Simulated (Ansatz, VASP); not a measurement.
TiTe2 in VASP and in Ansatz

```
CELL_PARAMETERS angstrom
3.58067 0.09665 0.01447
-1.70663 3.18598 -0.00579
0.02489 0.00286 6.48013
ATOMIC_POSITIONS crystal
Ti 0.99478 0.03803 0.99328
Te 0.67469 0.28737 0.26005
Te 0.33054 0.67460 0.74667
```

Change from the starting cell: all atoms moved at random, cell strained at random.

Alike in both runs: task single point; functional PBE; k mesh 12 × 12 × 6; occupations gaussian, width 0.1 eV; no spin polarisation.

|  | VASP | Ansatz |
| --- | --- | --- |
| version | VASP 6.6.1 | Ansatz 0.2.0 |
| potentials or method | VASP PAW PBE potentials, release 64 (Ti_sv, Te), cutoff 520 eV | scalar-relativistic, plane waves, PAW |
| valence electrons in the cell | 24 | 44 |

|  | VASP | Ansatz | Ansatz less VASP |
| --- | --- | --- | --- |
| gap on the k mesh at the Fermi level (eV) | none | none | - |
| pressure (GPa) | 10.1 | 10.2 | +0.06 |
| traceless stress, the component that is largest in VASP (GPa) | -5.96 | -5.98 | -0.019 |
| rms of the force components (eV/Å) | 1.034 | 1.033 | -0.0008 |

Atom by atom the forces differ by 0.003 eV/Å (rms over components). A gap of «none» marks a metal or a gap that the smearing closes. VASP's potentials hold 24 valence electrons a cell and Ansatz's 44, so a difference there can come from the potentials and not from the codes.

Neither program's run includes spin-orbit coupling.
